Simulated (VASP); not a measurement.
# Ba (Fd-3m) in VASP: a series of runs

The runs below take Ba through single point, with r2SCAN.

Everything below comes from runs of VASP 6.6.1. Logs are shortened: lines on timing, memory, paths and dates and some standing lists are left out, and cuts for length are marked.

## (1) The cell of the first run

It takes space group Fd-3m (No. 227, cubic). Conventional cell: a = 7.584 Å, b = 7.584 Å, c = 7.584 Å, α = 90.00°, β = 90.00°, γ = 90.00°. Ba (site symmetry -43m) has 4 Ba at 3.28 Å within 4.3 Å.

This isn't the form of Ba at room conditions, which is bcc.

## (2) Single point, r2SCAN

File POSCAR:

```
Ba
1.0
    0.0000000000      3.7920592710      3.7920592710
    3.7920592710      0.0000000000      3.7920592710
    3.7920592710      3.7920592710      0.0000000000
Ba
2
Direct
    0.1250000000      0.1250000000      0.1250000000
    0.8750000000      0.8750000000      0.8750000000
```

File INCAR.step1:

```
  ALGO = Normal
  EDIFF = 1E-4
  ENCUT = 520
  GGA = PE
  ISMEAR = -1
  LASPH = T
  LCHARG = F
  LREAL = F
  LWAVE = T
  NBANDS = 17
  NELM = 100
  PREC = Accurate
  SIGMA = 0.1
```

File INCAR.step2:

```
  ALGO = Normal
  EDIFF = 1E-7
  ENCUT = 520
  ISIF = 2
  ISMEAR = -1
  ISTART = 1
  LASPH = T
  LCHARG = T
  LELF = T
  LMIXTAU = T
  LREAL = F
  LVHAR = T
  LWAVE = F
  METAGGA = R2SCAN
  NBANDS = 17
  NELM = 100
  PREC = Accurate
  SIGMA = 0.1
```

File KPOINTS:

```
k-points
0
Gamma
  6 6 6
```

Potentials or basis: VASP PAW PBE potentials, release 64 (Ba_sv).

The run is started by

```sh
$ cat potpaw_PBE.64/Ba_sv/POTCAR > POTCAR
$ cp INCAR.step1 INCAR
$ mpirun -np 1 vasp_std > vasp.out
$ cp INCAR.step2 INCAR
$ mpirun -np 1 vasp_std > vasp.out
```

OUTCAR:

```text
EDIFF = 1E-7
   ENCUT = 520
   ISIF = 2
   ISMEAR = -1
   ISTART = 1
   LASPH = T
   LREAL = F
   METAGGA = R2SCAN
   NELM = 100
   PREC = Accurate

 ion  position               nearest neighbor table
   1  0.125  0.125  0.125-   2 3.28   2 3.28   2 3.28   2 3.28
   2  0.875  0.875  0.875-   1 3.28   1 3.28   1 3.28   1 3.28

  LATTYP: Found a face centered cubic cell.
 ALAT       =     7.5841185420

  Lattice vectors:

 A1 = (   0.0000000000,   3.7920592710,   3.7920592710)
 A2 = (   3.7920592710,   0.0000000000,   3.7920592710)
 A3 = (   3.7920592710,   3.7920592710,   0.0000000000)

Analysis of symmetry for initial positions (statically):
=====================================================================
 Subroutine PRICEL returns:
 Original cell was already a primitive cell.

 Routine SETGRP: Setting up the symmetry group for a
 face centered cubic supercell.

 Subroutine GETGRP returns: Found 48 space group operations
 (whereof 12 operations were pure point group operations)
 out of a pool of 48 trial point group operations.

The static configuration has the point symmetry D_3d.
 The point group associated with its full space group is O_h .

Analysis of symmetry for dynamics (positions and initial velocities):
=====================================================================
 Subroutine PRICEL returns:
 Original cell was already a primitive cell.

 Routine SETGRP: Setting up the symmetry group for a
 face centered cubic supercell.

 Subroutine GETGRP returns: Found 48 space group operations
 (whereof 12 operations were pure point group operations)
 out of a pool of 48 trial point group operations.

The dynamic configuration has the point symmetry D_3d.
 The point group associated with its full space group is O_h .

 Subroutine INISYM returns: Found 48 space group operations
 (whereof 12 operations are pure point group operations),
 and found     1 'primitive' translations

----------------------------------------------------------------------------------------

                                     Primitive cell

  volume of cell :     109.0575

  direct lattice vectors                    reciprocal lattice vectors
     0.000000000  3.792059271  3.792059271    -0.131854479  0.131854479  0.131854479
     3.792059271  0.000000000  3.792059271     0.131854479 -0.131854479  0.131854479
     3.792059271  3.792059271  0.000000000     0.131854479  0.131854479 -0.131854479

  length of vectors
     5.362781650  5.362781650  5.362781650     0.228378657  0.228378657  0.228378657

  position of ions in fractional coordinates (direct lattice)
     0.125000000  0.125000000  0.125000000
     0.875000000  0.875000000  0.875000000

  ion indices of the primitive-cell ions
   primitive index   ion index
                 1           1
                 2           2

----------------------------------------------------------------------------------------

 KPOINTS: k-points

Automatic generation of k-mesh.
 Grid dimensions read from file:
 generate k-points for:    6    6    6

 Generating k-lattice:

  Cartesian coordinates                     Fractional coordinates (reciprocal lattice)
    -0.021975747  0.021975747  0.021975747     0.166666667  0.000000000  0.000000000
     0.021975747 -0.021975747  0.021975747     0.000000000  0.166666667  0.000000000
     0.021975747  0.021975747 -0.021975747     0.000000000  0.000000000  0.166666667

  Length of vectors
     0.038063110  0.038063110  0.038063110

  Shift w.r.t. Gamma in fractional coordinates (k-lattice)
     0.000000000  0.000000000  0.000000000

 Subroutine IBZKPT returns following result:
 ===========================================

 Found     16 irreducible k-points:

 Following reciprocal coordinates:
            Coordinates               Weight
  0.000000  0.000000  0.000000      1.000000
  0.166667  0.000000  0.000000      8.000000
  0.333333  0.000000  0.000000      8.000000
  0.500000  0.000000  0.000000      4.000000
  0.166667  0.166667  0.000000      6.000000
  0.333333  0.166667  0.000000     24.000000
[... 8 lines left out ...]
 -0.333333  0.333333  0.166667     24.000000
 -0.333333  0.500000  0.166667     12.000000
   k-points           NKPTS =     16   k-points in BZ     NKDIM =     16   number of bands    NBANDS=     17
   number of dos      NEDOS =    301   number of ions     NIONS =      2
   total plane-waves  NPLWV =  64000
   dimension x,y,z NGX =    40 NGY =   40 NGZ =   40
   dimension x,y,z NGXF=    80 NGYF=   80 NGZF=   80
   ions per type =               2
   NGX,Y,Z   is equivalent  to a cutoff of  12.40, 12.40, 12.40 a.u.
   NGXF,Y,Z  is equivalent  to a cutoff of  24.80, 24.80, 24.80 a.u.
 SYSTEM =  unknown system
   PREC   = accura    normal or accurate (medium, high low for compatibility)
   ISTART =      1    job   : 0-new  1-cont  2-samecut
   ICHARG =      0    charge: 1-file 2-atom 10-const
   ISPIN  =      1    spin polarized calculation?
   LNONCOLLINEAR =      F non collinear calculations
   LSORBIT =      F    spin-orbit coupling
   LASPH  =      T    aspherical Exc in radial PAW
   ENCUT  =  520.0 eV  38.22 Ry    6.18 a.u.   9.97  9.97  9.97*2*pi/ulx,y,z
   NELM   =    100;   NELMIN=  2; NELMDL=  0     # of ELM steps
   EDIFF  = 0.1E-06   stopping-criterion for ELM
   LREAL  =      F    real-space projection
   EDIFFG = 0.1E-05   stopping-criterion for IOM
   NSW    =      0    number of steps for IOM
   IBRION =     -1    ionic relax: 0-MD 1-quasi-New 2-CG
   NFREE  =      0    steps in history (QN), initial steepest desc. (CG)
   ISIF   =      2    stress and relaxation
   ISYM   =      2    0-nonsym 1-usesym 2-fastsym
   POTIM  = 0.5000    time-step for ionic-motion
   TEBEG  =    0.0;   TEEND  =   0.0 temperature during run
   PSTRESS=    0.0 pullay stress
   NELECT =      20.0000    total number of electrons
   NUPDOWN=      -1.0000    fix difference up-down
   EMIN   =  10.00;   EMAX   =-10.00  energy-range for DOS
   EFERMI =   0.00;   METHOD = LEGACY
   ISMEAR =    -1;   SIGMA  =   0.10  broadening in eV -4-tet -1-fermi 0-gaus
   EFERMI_NEDOS =   21; number of points for ismear=-14 and -15
   IALGO  =     38    algorithm
   IMIX   =      4    mixing-type and parameters
     AMIX     =   0.40;   BMIX     =  1.00
     AMIX_MAG =   1.60;   BMIX_MAG =  1.00
  volume/ion in A,a.u.               =      54.53       367.98
  Fermi-wavevector in a.u.,A,eV,Ry     =   0.930107  1.757648 11.770394  0.865100
  Thomas-Fermi vector in A             =   2.056461
   LORBIT       =      0    0 simple, 1 ext, 2 COOP (PROOUT), +10 PAW based schemes
   METAGGA = R2SCAN    functional components
   LHFCALC =     F    Hartree Fock is set to
   AEXX    =    0.0000 exact exchange contribution
   IVDW    =     0    specifies the selected vdW correction
   LEPSILON=     F    determine dielectric tensor
   LRPA    =     F    only Hartree local field effects (RPA)
 non-spin polarized calculation
  energy-cutoff  :      520.00
  volume of cell :      109.06
 maximum number of plane-waves:      2954
   NGX = 19   NGY = 19   NGZ = 19

 number of electron      19.9999999 magnetization

 Free energy of the ion-electron system (eV)
  ---------------------------------------------------
  ext. energy  EPLUGINS =         0.00000000
  ---------------------------------------------------
  free energy    TOTEN  =       -51.06903015 eV

  energy without entropy =      -50.99419384  energy(sigma->0) =      -51.03161200

 E-fermi :   1.9670     XC(G=0):  -8.2161

 val. band max:        1.9642550014   @ k =  -0.3333   0.1667   0.0000
 cond. band min:       2.0192828449   @ k =   0.1667   0.0000   0.0000
 fundamental gap:      0.0550278436
 Fermi energy:         1.9670494742

 k-point     1 :       0.0000    0.0000    0.0000
  band No.  band energies     occupation
      1     -28.6110      2.00000
      2     -27.7932      2.00000
      3     -13.7588      2.00000
      4     -13.7588      2.00000
      5     -13.7588      2.00000
      6     -12.4700      2.00000
[... 9 lines left out ...]
     16       5.2104      0.00000
     17       5.2104      0.00000

 k-point     2 :       0.1667    0.0000    0.0000
  band No.  band energies     occupation
      1     -28.5733      2.00000
      2     -27.8366      2.00000
      3     -13.8047      2.00000
      4     -13.8047      2.00000
      5     -13.7649      2.00000
      6     -12.4547      2.00000
[... 9 lines left out ...]
     16       5.0871      0.00000
     17       5.0871      0.00000

 k-point     3 :       0.3333    0.0000    0.0000
  band No.  band energies     occupation
      1     -28.4806      2.00000
      2     -27.9409      2.00000
      3     -13.8866      2.00000
      4     -13.8866      2.00000
      5     -13.7852      2.00000
      6     -12.4113      2.00000
[... 9 lines left out ...]
     16       5.6270      0.00000
     17       5.6270      0.00000

 k-point     4 :       0.5000    0.0000    0.0000
  band No.  band energies     occupation
      1     -28.4173      2.00000
      2     -28.0099      2.00000
      3     -13.9237      2.00000
      4     -13.9237      2.00000
      5     -13.7989      2.00000
      6     -12.3836      2.00000
[... 9 lines left out ...]
     16       6.3524      0.00000
     17       6.3524      0.00000

 k-point     5 :       0.1667    0.1667    0.0000
  band No.  band energies     occupation
      1     -28.5598      2.00000
      2     -27.8521      2.00000
      3     -13.8589      2.00000
      4     -13.8589      2.00000
      5     -13.6690      2.00000
      6     -12.5651      2.00000
[... 9 lines left out ...]
     16       5.0499      0.00000
     17       5.0499      0.00000

 k-point     6 :       0.3333    0.1667    0.0000
  band No.  band energies     occupation
      1     -28.4806      2.00000
      2     -27.9408      2.00000
      3     -13.9606      2.00000
      4     -13.9398      2.00000
      5     -13.6010      2.00000
      6     -12.6188      2.00000
[... 9 lines left out ...]
     16       4.8085      0.00000
     17       5.4481      0.00000

 k-point     7 :       0.5000    0.1667    0.0000
  band No.  band energies     occupation
      1     -28.3910      2.00000
      2     -28.0381      2.00000
      3     -14.0510      2.00000
      4     -13.9694      2.00000
      5     -13.5748      2.00000
      6     -12.6152      2.00000
[... 9 lines left out ...]
     16       5.4961      0.00000
     17       5.9544      0.00000

 k-point     8 :      -0.3333    0.1667    0.0000
  band No.  band energies     occupation
      1     -28.4174      2.00000
      2     -28.0098      2.00000
      3     -14.0513      2.00000
      4     -13.9242      2.00000
      5     -13.6079      2.00000
      6     -12.5779      2.00000
[... 9 lines left out ...]
     16       5.3076      0.00000
     17       5.8310      0.00000

 k-point     9 :      -0.1667    0.1667    0.0000
  band No.  band energies     occupation
      1     -28.5150      2.00000
      2     -27.9026      2.00000
      3     -13.9465      2.00000
      4     -13.8414      2.00000
      5     -13.6892      2.00000
      6     -12.5179      2.00000
[... 9 lines left out ...]
     16       4.8022      0.00000
     17       4.8801      0.00000

 k-point    10 :       0.3333    0.3333    0.0000
  band No.  band energies     occupation
      1     -28.4175      2.00000
      2     -28.0096      2.00000
      3     -14.0217      2.00000
      4     -14.0217      2.00000
      5     -13.4319      2.00000
      6     -12.8081      2.00000
[... 9 lines left out ...]
     16       5.5732      0.00000
     17       5.5732      0.00000

 k-point    11 :       0.5000    0.3333    0.0000
  band No.  band energies     occupation
      1     -28.3183      2.00000
      2     -28.1145      2.00000
      3     -14.0997      2.00000
      4     -14.0528      2.00000
      5     -13.3051      2.00000
      6     -12.9130      2.00000
[... 9 lines left out ...]
     16       5.1968      0.00000
     17       5.6810      0.00000

 k-point    12 :      -0.3333    0.3333    0.0000
  band No.  band energies     occupation
      1     -28.3182      2.00000
      2     -28.1146      2.00000
      3     -14.1361      2.00000
      4     -14.0078      2.00000
      5     -13.3748      2.00000
      6     -12.8124      2.00000
[... 9 lines left out ...]
     16       4.9463      0.00000
     17       5.3901      0.00000

 k-point    13 :       0.5000    0.5000    0.0000
  band No.  band energies     occupation
      1     -28.2174      2.00000
      2     -28.2174      2.00000
      3     -14.0913      2.00000
      4     -14.0913      2.00000
      5     -13.1204      2.00000
      6     -13.1204      2.00000
[... 9 lines left out ...]
     16       4.4206      0.00000
     17       6.7194      0.00000

 k-point    14 :       0.5000    0.3333    0.1667
  band No.  band energies     occupation
      1     -28.3910      2.00000
      2     -28.0380      2.00000
      3     -14.0762      2.00000
      4     -13.9932      2.00000
      5     -13.4545      2.00000
      6     -12.7479      2.00000
[... 9 lines left out ...]
     16       5.3365      0.00000
     17       5.4855      0.00000

 k-point    15 :      -0.3333    0.3333    0.1667
  band No.  band energies     occupation
      1     -28.3182      2.00000
      2     -28.1146      2.00000
      3     -14.1199      2.00000
      4     -14.0307      2.00000
      5     -13.3587      2.00000
      6     -12.8274      2.00000
[... 9 lines left out ...]
     16       5.0700      0.00000
     17       5.5895      0.00000

 k-point    16 :      -0.3333    0.5000    0.1667
  band No.  band energies     occupation
      1     -28.2174      2.00000
      2     -28.2174      2.00000
      3     -14.1010      2.00000
      4     -14.1010      2.00000
      5     -13.1004      2.00000
      6     -13.1004      2.00000
[... 9 lines left out ...]
     16       4.4612      0.00000
     17       6.7069      0.00000

------------------------ aborting loop because EDIFF is reached ----------------------------------------

  FORCE on cell =-STRESS in cart. coord.  units (eV):
  Direction    XX          YY          ZZ          XY          YZ          ZX
  --------------------------------------------------------------------------------------
  -------------------------------------------------------------------------------------
  Total        0.3572134      0.3572134      0.3572134     -0.0000000     -0.0000000      0.0000000
  in kB        5.2478691      5.2478691      5.2478691     -0.0000000     -0.0000000      0.0000000
  external PRESSURE =       5.2478691 kB  Pullay stress =       0.0000000 kB

 VOLUME and BASIS-vectors are now :
 -----------------------------------------------------------------------------
  energy-cutoff  :      520.00
  volume of cell :      109.06
      direct lattice vectors                 reciprocal lattice vectors
     0.000000000  3.792059271  3.792059271    -0.131854479  0.131854479  0.131854479
     3.792059271  0.000000000  3.792059271     0.131854479 -0.131854479  0.131854479
     3.792059271  3.792059271  0.000000000     0.131854479  0.131854479 -0.131854479

 POSITION                                       TOTAL-FORCE (eV/Angst)
 -----------------------------------------------------------------------------------
      0.94801      0.94801      0.94801         0.000000      0.000000      0.000000
      6.63610      6.63610      6.63610        -0.000000     -0.000000     -0.000000
 -----------------------------------------------------------------------------------
    total drift:                                0.000000      0.000000     -0.000000

  FREE ENERGIE OF THE ION-ELECTRON SYSTEM (eV)
  ---------------------------------------------------
  free  energy   TOTEN  =       -51.0690301514 eV

  energy  without entropy=      -50.9941938403  energy(sigma->0) =      -51.03161200
```

Wall time 2.9 min (1 thread of Intel Xeon Platinum 8259CL at 2.50GHz (Skylake/Cascade Lake), shared host); peak memory 0.26 GiB.

What came out:

| Item | Value |
| --- | --- |
| Free energy | -51.0690 eV |
| Pressure | 0.5 GPa |
| Band gap on the k mesh | zero (bands 10 and 11 overlap by 0.20 eV) |

Caveat: the PAW data sets were made with another functional, which shifts forces and pressure a little; spin-orbit coupling is left out, which moves the levels of the heavy elements.

(Continued in part 2 of 3.)
